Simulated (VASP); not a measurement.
Wanted: the native input for a VASP 6.6.1 run.

- Task: single point
- Functional: PBE
- Potentials or basis: VASP PAW PBE potentials, release 64 (Pb_d, O, F)
- Cutoff: 520 eV
- k mesh: 1 × 1 × 1
- Occupations: gaussian, width 0.01 eV
- Spin: non-collinear spin, zero start, spin-orbit coupling
- Starting moments: [[0.0, 0.0, 0.0], [0.0, 0.0, 0.0], [0.0, 0.0, 0.0], [0.0, 0.0, 0.0], [0.0, 0.0, 0.0]] μB
- Dipole correction: no
- Further INCAR settings: ALGO = Normal; EDIFF = 1e-06; NBANDS = 63

The structure of Pb2OF2 lies in POSCAR:

```
Pb2OF2
1.0
    9.9600000000      0.0000000000      0.0000000000
    0.0000000000     11.3000000000      0.0000000000
    0.0000000000      0.0000000000     13.0700000000
Pb O F
2 1 2
Direct
    0.5312469900      0.5667345100      0.6559150700
    0.5312469900      0.5667345100      0.3442999200
    0.5479698800      0.6022053100      0.5001071200
    0.4518072300      0.3982300900      0.6506143800
    0.4518072300      0.3982300900      0.3496006100
```

The input as run:

INCAR

```
PREC = Accurate
ENCUT = 520
EDIFF = 1E-6
ISMEAR = 0
SIGMA = 0.01
LREAL = False
LASPH = True
NELM = 150
ALGO = Normal
ISIF = 2
LWAVE = False
LCHARG = True
LNONCOLLINEAR = True
MAGMOM = 0 0 0 0 0 0 0 0 0 0 0 0 0 0 0
LORBIT = 11
LSORBIT = True
GGA_COMPAT = False
LORBMOM = True
GGA = PE
LVHAR = True
NBANDS = 63
```

KPOINTS

```
regular mesh
0
Gamma
  1 1 1
```

Potentials or basis: VASP PAW PBE potentials, release 64 (Pb_d, O, F).

The run is started by

```sh
$ cat potpaw_PBE.64/Pb_d/POTCAR potpaw_PBE.64/O/POTCAR potpaw_PBE.64/F/POTCAR > POTCAR
$ mpirun -np 1 vasp_ncl > vasp.out
```

Results of the run:

The largest force is 0.385 eV/Å. The net moment is 0.00 μB per cell. The valence electrons inside the program's atomic spheres are Pb 11.90; O 4.95; F 6.04.

Run time: 18 min on 1 thread of AMD EPYC 7R43 64-Core Processor (Zen 3) (shared host), peak memory 3.6 GiB.
